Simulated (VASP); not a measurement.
# HC18F in VASP: further runs

Runs on HC18F. Level: PBE. Tasks: single point.

Program: VASP 6.6.1. These are calculated values, not measurements. Logs are shortened: lines on timing, memory, paths and dates and some standing lists are left out, and cuts for length are marked.

## (1) The cell of the first run

The cell holds a slab with vacuum, 20 atoms: a = 7.398 Å, b = 7.398 Å, c = 11.000 Å, α = 90.00°, β = 90.00°, γ = 120.00°.

## (2) Single point, PBE

The input, INCAR:

```
SYSTEM = HC18F
PREC     = Accurate       ! precision mode
ENCUT    = 520            ! plane-wave cutoff, eV
EDIFF    = 1E-7           ! SCF threshold, eV
ISMEAR   = 0              ! smearing method
SIGMA    = 0.02           ! smearing width, eV
LREAL    = Auto         
LASPH    = .True.         ! aspherical terms in the spheres
NELM     = 60             ! most SCF steps
ALGO     = Normal         ! electronic algorithm
ISIF     = 2              ! what is computed and relaxed
LWAVE    = .False.        ! write WAVECAR
LCHARG   = .False.        ! write CHGCAR
GGA      = PE             ! functional
NBANDS   = 56             ! bands
```

The input, KPOINTS:

```
regular mesh
0
Gamma
  2 2 1
  0 0 0
```

The input, POSCAR:

```
HC18F
1.0
    7.3980000000      0.0000000000      0.0000000000
   -3.6990000000      6.4068560000      0.0000000000
    0.0000000000      0.0000000000     11.0000000000
C F H
18 1 1
Direct
   -0.0026174535      0.0052284615      0.0839642727
    0.2176194901      0.1157066742      0.0838022727
   -0.0028054245      0.3383110218      0.0837218182
    0.2174760744      0.4490578530      0.0838020000
   -0.0025477317      0.6716539282      0.0838427273
    0.2176405526      0.7824903510      0.0837260909
    0.3305957670      0.0049830994      0.0837694545
    0.5508619773      0.1157196291      0.0836630000
    0.3304896974      0.3382702842      0.0838261818
    0.5507006137      0.4487302352      0.0839845455
    0.3304874413      0.6716745312      0.0837455455
    0.5507073907      0.7825629295      0.0839353636
    0.6639600008      0.0051043757      0.0837047273
    0.8842349336      0.1158096889      0.0837567273
    0.6639160882      0.3382479644      0.0836801818
    0.8842239967      0.4490349089      0.0836488182
    0.6638178396      0.6716105372      0.0845934545
    0.8845328344      0.7825833763      0.0843203636
    0.7034265260      0.6828895483      0.3778970909
    0.7028456913      0.6841769192      0.2926155455
```

Potentials or basis: VASP PAW PBE potentials, release 64 (C, F, H).

Started as:

```sh
> cat potpaw_PBE.64/C/POTCAR potpaw_PBE.64/F/POTCAR potpaw_PBE.64/H/POTCAR > POTCAR
> mpirun -np 1 vasp_std > vasp.out
```

OUTCAR:

```text
SYSTEM = HC18F
   PREC = Accurate
   ENCUT = 520
   EDIFF = 1E-7
   ISMEAR = 0
   LREAL = Auto
   LASPH = .True.
   NELM = 60
   ISIF = 2
   GGA = PE

 ion  position               nearest neighbor table
   1  0.997  0.005  0.084-   2 1.41  18 1.43  14 1.43
   2  0.218  0.116  0.084-   1 1.41   9 1.43   7 1.43
   3  0.997  0.338  0.084-   4 1.41  14 1.43  16 1.43
   4  0.217  0.449  0.084-   3 1.41  11 1.43   9 1.43
   5  0.997  0.672  0.084-   6 1.41  16 1.43  18 1.43
   6  0.218  0.782  0.084-   5 1.41   7 1.43  11 1.43
[... 10 lines left out ...]
  17  0.664  0.672  0.085-  18 1.41  10 1.43  12 1.44
  18  0.885  0.783  0.084-  17 1.41   1 1.43   5 1.43
  19  0.703  0.683  0.378-  20 0.94
  20  0.703  0.684  0.293-  19 0.94

  LATTYP: Found a hexagonal cell.
 ALAT       =     7.3980000000
 C/A-ratio  =     1.4868883482

  Lattice vectors:

 A1 = (   7.3980000000,   0.0000000000,   0.0000000000)
 A2 = (  -3.6990000000,   6.4068560000,   0.0000000000)
 A3 = (   0.0000000000,   0.0000000000,  11.0000000000)

Analysis of symmetry for initial positions (statically):
=====================================================================
 Subroutine PRICEL returns:
 Original cell was already a primitive cell.

 Routine SETGRP: Setting up the symmetry group for a
 hexagonal supercell.

 Subroutine GETGRP returns: Found  1 space group operations
 (whereof  1 operations were pure point group operations)
 out of a pool of 24 trial point group operations.

The static configuration has the point symmetry C_1 .

Analysis of symmetry for dynamics (positions and initial velocities):
=====================================================================
 Subroutine PRICEL returns:
 Original cell was already a primitive cell.

 Routine SETGRP: Setting up the symmetry group for a
 hexagonal supercell.

 Subroutine GETGRP returns: Found  1 space group operations
 (whereof  1 operations were pure point group operations)
 out of a pool of 24 trial point group operations.

The dynamic configuration has the point symmetry C_1 .

 Subroutine INISYM returns: Found  1 space group operations
 (whereof  1 operations are pure point group operations),
 and found     1 'primitive' translations

----------------------------------------------------------------------------------------

                                     Primitive cell

  volume of cell :     521.3771

  direct lattice vectors                    reciprocal lattice vectors
     7.398000000  0.000000000  0.000000000     0.135171668  0.078041398  0.000000000
    -3.699000000  6.406856000  0.000000000     0.000000000  0.156082796  0.000000000
     0.000000000  0.000000000 11.000000000     0.000000000  0.000000000  0.090909091

  length of vectors
     7.398000000  7.398000054 11.000000000     0.156082797  0.156082796  0.090909091

  position of ions in fractional coordinates (direct lattice)
     0.997382546  0.005228462  0.083964273
     0.217619490  0.115706674  0.083802273
     0.997194575  0.338311022  0.083721818
     0.217476074  0.449057853  0.083802000
     0.997452268  0.671653928  0.083842727
     0.217640553  0.782490351  0.083726091
[... 12 lines left out ...]
     0.703426526  0.682889548  0.377897091
     0.702845691  0.684176919  0.292615545

  ion indices of the primitive-cell ions
   primitive index   ion index
                 1           1
                 2           2
                 3           3
                 4           4
                 5           5
                 6           6
[... 12 lines left out ...]
                19          19
                20          20

----------------------------------------------------------------------------------------

 KPOINTS: regular mesh

Automatic generation of k-mesh.
 Grid dimensions read from file:
 generate k-points for:    2    2    1

 Generating k-lattice:

  Cartesian coordinates                     Fractional coordinates (reciprocal lattice)
     0.067585834  0.039020699  0.000000000     0.500000000 -0.000000000  0.000000000
     0.000000000  0.078041398  0.000000000     0.000000000  0.500000000  0.000000000
     0.000000000  0.000000000  0.090909091     0.000000000  0.000000000  1.000000000

  Length of vectors
     0.078041399  0.078041398  0.090909091

  Shift w.r.t. Gamma in fractional coordinates (k-lattice)
     0.000000000  0.000000000  0.000000000

 Subroutine IBZKPT returns following result:
 ===========================================

 Found      4 irreducible k-points:

 Following reciprocal coordinates:
            Coordinates               Weight
  0.000000  0.000000  0.000000      1.000000
  0.500000 -0.000000  0.000000      1.000000
  0.000000  0.500000  0.000000      1.000000
  0.500000  0.500000  0.000000      1.000000
   k-points           NKPTS =      4   k-points in BZ     NKDIM =      4   number of bands    NBANDS=     56
   number of dos      NEDOS =    301   number of ions     NIONS =     20
   total plane-waves  NPLWV = 263424
   dimension x,y,z NGX =    56 NGY =   56 NGZ =   84
   dimension x,y,z NGXF=   112 NGYF=  112 NGZF=  168
   ions per type =              18   1   1
   NGX,Y,Z   is equivalent  to a cutoff of  12.58, 12.58, 12.70 a.u.
   NGXF,Y,Z  is equivalent  to a cutoff of  25.17, 25.17, 25.39 a.u.
 SYSTEM =  HC18F
   PREC   = accura    normal or accurate (medium, high low for compatibility)
   ISTART =      0    job   : 0-new  1-cont  2-samecut
   ICHARG =      2    charge: 1-file 2-atom 10-const
   ISPIN  =      1    spin polarized calculation?
   LNONCOLLINEAR =      F non collinear calculations
   LSORBIT =      F    spin-orbit coupling
   LASPH  =      T    aspherical Exc in radial PAW
   ENCUT  =  520.0 eV  38.22 Ry    6.18 a.u.  13.76 13.76 20.45*2*pi/ulx,y,z
   NELM   =     60;   NELMIN=  2; NELMDL= -5     # of ELM steps
   EDIFF  = 0.1E-06   stopping-criterion for ELM
   LREAL  =      T    real-space projection
   EDIFFG = 0.1E-05   stopping-criterion for IOM
   NSW    =      0    number of steps for IOM
   IBRION =     -1    ionic relax: 0-MD 1-quasi-New 2-CG
   NFREE  =      0    steps in history (QN), initial steepest desc. (CG)
   ISIF   =      2    stress and relaxation
   ISYM   =      2    0-nonsym 1-usesym 2-fastsym
   POTIM  = 0.5000    time-step for ionic-motion
   TEBEG  =    0.0;   TEEND  =   0.0 temperature during run
   PSTRESS=    0.0 pullay stress
   NELECT =      80.0000    total number of electrons
   NUPDOWN=      -1.0000    fix difference up-down
   EMIN   =  10.00;   EMAX   =-10.00  energy-range for DOS
   EFERMI =   0.00;   METHOD = LEGACY
   ISMEAR =     0;   SIGMA  =   0.02  broadening in eV -4-tet -1-fermi 0-gaus
   EFERMI_NEDOS =   21; number of points for ismear=-14 and -15
   IALGO  =     38    algorithm
   IMIX   =      4    mixing-type and parameters
     AMIX     =   0.40;   BMIX     =  1.00
     AMIX_MAG =   1.60;   BMIX_MAG =  1.00
  volume/ion in A,a.u.               =      26.07       175.92
  Fermi-wavevector in a.u.,A,eV,Ry     =   0.876437  1.656226 10.451210  0.768142
  Thomas-Fermi vector in A             =   1.996247
   LORBIT       =      0    0 simple, 1 ext, 2 COOP (PROOUT), +10 PAW based schemes
   GGA     = PE    functional components
   LHFCALC =     F    Hartree Fock is set to
   AEXX    =    0.0000 exact exchange contribution
   IVDW    =     0    specifies the selected vdW correction
   LEPSILON=     F    determine dielectric tensor
   LRPA    =     F    only Hartree local field effects (RPA)
 non-spin polarized calculation
 Gauss-broadening in eV      SIGMA  =   0.02
  energy-cutoff  :      520.00
  volume of cell :      521.38
 maximum number of plane-waves:     14099
 NGX is ok and might be reduce to    56
   NGX = 27   NGY = 27   NGZ = 41

 number of electron      79.9999998 magnetization

 Free energy of the ion-electron system (eV)
  ---------------------------------------------------
  ext. energy  EPLUGINS =         0.00000000
  ---------------------------------------------------
  free energy    TOTEN  =      -173.55783253 eV

  energy without entropy =     -173.55783245  energy(sigma->0) =     -173.55783249

 E-fermi :  -1.7695     XC(G=0):  -4.3116

 val. band max:       -1.8362060302   @ k =   0.0000   0.0000   0.0000
 cond. band min:      -1.7027980452   @ k =   0.0000   0.0000   0.0000
 fundamental gap:      0.1334079850
 Fermi energy:        -1.7695020611

 k-point     1 :       0.0000    0.0000    0.0000
  band No.  band energies     occupation
      1     -26.7875      2.00000
      2     -21.2922      2.00000
      3     -18.7482      2.00000
      4     -18.7202      2.00000
      5     -18.7098      2.00000
      6     -18.6968      2.00000
[... 44 lines left out ...]
     51       3.9627      0.00000
     52       4.4648      0.00000

 k-point     2 :       0.5000   -0.0000    0.0000
  band No.  band energies     occupation
      1     -26.7874      2.00000
      2     -20.6534      2.00000
      3     -20.6246      2.00000
      4     -19.3468      2.00000
      5     -19.3380      2.00000
      6     -16.8747      2.00000
[... 44 lines left out ...]
     51       4.3267      0.00000
     52       4.6407      0.00000

 k-point     3 :       0.0000    0.5000    0.0000
  band No.  band energies     occupation
      1     -26.7874      2.00000
      2     -20.6532      2.00000
      3     -20.6223      2.00000
      4     -19.3479      2.00000
      5     -19.3436      2.00000
      6     -16.8717      2.00000
[... 44 lines left out ...]
     51       4.3266      0.00000
     52       4.5873      0.00000

 k-point     4 :       0.5000    0.5000    0.0000
  band No.  band energies     occupation
      1     -26.7874      2.00000
      2     -20.6534      2.00000
      3     -20.6208      2.00000
      4     -19.3521      2.00000
      5     -19.3429      2.00000
      6     -16.8745      2.00000
[... 44 lines left out ...]
     51       4.3272      0.00000
     52       4.5500      0.00000
 [bands above 52 left out]

------------------------ aborting loop because EDIFF is reached ----------------------------------------

  FORCE on cell =-STRESS in cart. coord.  units (eV):
  Direction    XX          YY          ZZ          XY          YZ          ZX
  --------------------------------------------------------------------------------------
  -------------------------------------------------------------------------------------
  Total        0.6630198      2.3741240      0.0391160     -4.5897912     -0.0047771      0.0056696
  in kB        2.0374413      7.2956166      0.1202025    -14.1042999     -0.0146798      0.0174224
  external PRESSURE =       3.1510868 kB  Pullay stress =       0.0000000 kB

 VOLUME and BASIS-vectors are now :
 -----------------------------------------------------------------------------
  energy-cutoff  :      520.00
  volume of cell :      521.38
      direct lattice vectors                 reciprocal lattice vectors
     7.398000000  0.000000000  0.000000000     0.135171668  0.078041398  0.000000000
    -3.699000000  6.406856000  0.000000000     0.000000000  0.156082796  0.000000000
     0.000000000  0.000000000 11.000000000     0.000000000  0.000000000  0.090909091

 POSITION                                       TOTAL-FORCE (eV/Angst)
 -----------------------------------------------------------------------------------
      7.35930      0.03350      0.92361         0.001410      0.004276      0.000194
      1.18195      0.74132      0.92182         0.001992     -0.007486     -0.000217
      6.12583      2.16751      0.92094        -0.006060      0.000684      0.000382
     -0.05218      2.87705      0.92182         0.013175     -0.002957     -0.000452
      4.89470      4.30319      0.92227        -0.002913      0.008714      0.000572
     -1.28433      5.01330      0.92099        -0.003514      0.001465      0.003153
[... 12 lines left out ...]
      2.67794      4.37517      4.15687         0.003635     -0.003803      0.295709
      2.66888      4.38342      3.21877        -0.003380      0.003135     -0.299701
 -----------------------------------------------------------------------------------
    total drift:                                0.009406      0.014595      0.032323

  FREE ENERGIE OF THE ION-ELECTRON SYSTEM (eV)
  ---------------------------------------------------
  free  energy   TOTEN  =      -173.5578325317 eV

  energy  without entropy=     -173.5578324484  energy(sigma->0) =     -173.55783249
```

Run time: 4.7 min. Hardware: 1 thread of AMD EPYC 9R14 (Zen 4), shared host; peak memory 0.56 GiB.

Results:

```yaml
Free_energy: -173.5578 eV
Largest_force: 0.300 eV/Å
Band_gap_on_the_k_mesh: 0.13 eV
```

Forces in eV/Å, atoms in the order of the input:
```
C    0.001  0.004  0.000
C    0.002 -0.007  0.000
C   -0.006  0.001  0.000
C    0.013 -0.003  0.000
C   -0.003  0.009  0.001
C   -0.004  0.001  0.003
C   -0.010  0.005  0.003
C    0.001 -0.002 -0.001
C   -0.004  0.003  0.001
C    0.005 -0.006 -0.001
C   -0.008  0.005  0.001
C    0.007 -0.012 -0.002
C   -0.015  0.002 -0.005
C    0.015  0.001 -0.003
C   -0.011 -0.007 -0.003
C    0.011  0.001 -0.001
C   -0.018  0.002  0.007
C    0.023  0.004  0.004
F    0.004 -0.004  0.296
H   -0.003  0.003 -0.300
```

Levels at points of the mesh, in eV from the valence-band top:
```
           k point  band 37  band 38  band 39  band 40  band 41  band 42  band 43  band 44
(0.00, 0.00, 0.00)    -3.16    -2.80    -0.04     0.00     0.13     0.16     3.37     4.74
(0.50, 0.00, 0.00)    -2.60    -2.58    -2.56    -2.20     1.60     2.53     2.58     2.61
(0.00, 0.50, 0.00)    -2.61    -2.55    -2.52    -2.30     1.77     2.45     2.51     2.65
(0.50, 0.50, 0.00)    -2.59    -2.56    -2.53    -2.35     1.85     2.47     2.53     2.61
```

Caveat: the k points lie up to 0.49 Å⁻¹ apart.

## (3) Single point, PBE

The input, INCAR:

```
SYSTEM = HC18F
PREC = Accurate
ENCUT = 520
EDIFF = 1E-6
ISMEAR = 0
SIGMA = 0.02
LREAL = Auto
LASPH = .True.
NELM = 60
ALGO = Normal
ISIF = 2
LWAVE = .False.
LCHARG = .False.
GGA = PE
NBANDS = 56
```

The input, KPOINTS:

```
Automatic mesh
0
Gamma
  2 2 1
  0 0 0
```

The input, POSCAR:

```
HC18F
1.0
    7.3980000000      0.0000000000      0.0000000000
   -3.6990000000      6.4068560000      0.0000000000
    0.0000000000      0.0000000000     11.0000000000
C F H
18 1 1
Direct
    0.0039511881      0.0005920220      0.0833125455
    0.2279805292      0.1126031239      0.0832572727
    0.0064436492      0.3364114942      0.0777876364
    0.2268954800      0.4473270509      0.0782819091
    0.0064446529      0.6672583245      0.0777897273
    0.2269000534      0.7767914559      0.0782650909
    0.3386984885      0.0010239031      0.0828685455
    0.5574237205      0.1067144322      0.0861684545
    0.3386987810      0.3348949937      0.0828901818
    0.5574365368      0.4479339008      0.0862038182
    0.3353339854      0.6662792171      0.0842913636
    0.5592194213      0.7782214865      0.1135795455
    0.6722345615      0.0022404125      0.0872352727
    0.8919558461      0.1107797647      0.0823728182
    0.6714725463      0.3343497965      0.1073780909
    0.8990862559      0.4481611574      0.0826389091
    0.6722445910      0.6672228937      0.0872600909
    0.8919612359      0.7784120636      0.0823831818
    0.5588073165      0.7780736761      0.2587624545
    0.6716261386      0.3343382464      0.2100001818
```

Potentials or basis: VASP PAW PBE potentials, release 64 (C, F, H).

Started as:

```sh
> cat potpaw_PBE.64/C/POTCAR potpaw_PBE.64/F/POTCAR potpaw_PBE.64/H/POTCAR > POTCAR
> mpirun -np 1 vasp_std > vasp.out
```

It took 4.6 min on 1 thread of AMD EPYC 9R14 (Zen 4), shared host; peak memory 0.56 GiB.

It converged, with:

- Free energy: -170.6555 eV
- Largest force: 0.093 eV/Å
- Band gap on the k mesh: 0.28 eV (least direct gap 0.30 eV)

Forces in eV/Å, atoms in the order of the input:
```
C    0.006  0.001  0.001
C   -0.005  0.001  0.000
C    0.007 -0.005 -0.004
C    0.010 -0.012 -0.003
C   -0.007  0.014 -0.004
C   -0.010  0.010 -0.001
C    0.005 -0.010 -0.001
C   -0.002  0.009 -0.001
C    0.000  0.001 -0.003
C    0.004 -0.002  0.001
C    0.018  0.003  0.004
C   -0.001  0.006 -0.089
C   -0.002 -0.015 -0.001
C   -0.004  0.002  0.000
C    0.006  0.003 -0.010
C   -0.018 -0.009 -0.004
C   -0.010  0.004  0.003
C    0.002  0.000 -0.009
F    0.000 -0.002  0.093
H   -0.001  0.001  0.029
```

Levels at points of the mesh, in eV from the valence-band top:
```csv
k point,band 37,band 38,band 39,band 40,band 41,band 42,band 43,band 44
"(0.00, 0.00, 0.00)",-2.69,-2.51,-1.44,0.00,0.30,1.38,2.56,3.71
"(0.50, 0.00, 0.00)",-2.56,-2.24,-2.17,-0.80,0.43,2.33,2.51,2.76
"(0.00, 0.50, 0.00)",-2.44,-2.42,-2.22,-0.63,0.28,2.24,2.57,2.73
"(0.50, 0.50, 0.00)",-2.44,-2.42,-2.22,-0.63,0.28,2.24,2.57,2.73
```

Caveat: the k points lie up to 0.49 Å⁻¹ apart.
